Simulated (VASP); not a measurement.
A run of VASP 6.6.1:

Contents of INCAR:

```
SYSTEM = Se
PREC     = Accurate       ! precision mode
ENCUT    = 520            ! plane-wave cutoff, eV
EDIFF    = 1E-7           ! SCF threshold, eV
ISMEAR   = -1             ! smearing method
SIGMA    = 0.1            ! smearing width, eV
LREAL    = .FALSE.        ! projectors in reciprocal space
LASPH    = .TRUE.         ! aspherical terms in the spheres
NELM     = 80             ! most SCF steps
ALGO     = Normal         ! electronic algorithm
ISIF     = 2              ! what is computed and relaxed
LWAVE    = .FALSE.        ! write WAVECAR
LCHARG   = .TRUE.         ! write CHGCAR
GGA      = B5             ! functional
ALDAX    = 1.0          
AGGAX    = 1.0          
AGGAC    = 1.0          
ALDAC    = 0.0          
LELF     = .TRUE.         ! ELF
LVHAR    = .TRUE.       
NBANDS   = 13             ! bands
```

Contents of KPOINTS:

```
Automatic mesh
0
G
  14 14 8
  0 0 0
```

File POSCAR:

```
Se
1.0
   -5.2768129138      4.9163465212      1.4420875637
    4.9163465212     -5.2768129138      1.4420875637
    3.6303546948      3.6303546948     -2.1022824221
Se
2
Direct
    0.0874639238      0.9125360762      0.0000000000
    0.6625360762      0.3374639238      0.5000000000
```

Potentials or basis: VASP PAW PBE potentials, release 64 (Se).

Command:

```bash
$ cat potpaw_PBE.64/Se/POTCAR > POTCAR
$ mpirun -np 1 vasp_std > vasp.out
```

Hardware: 1 thread of Oxide Virtual Turin-like Processor, on a shared host.

Task: How long does it take, and how much memory?

Result: Run time: 28 min on 1 thread of Oxide Virtual Turin-like Processor, with other jobs on the host, peak memory 0.66 GiB. Counts: scf iterations 13, k points 429.
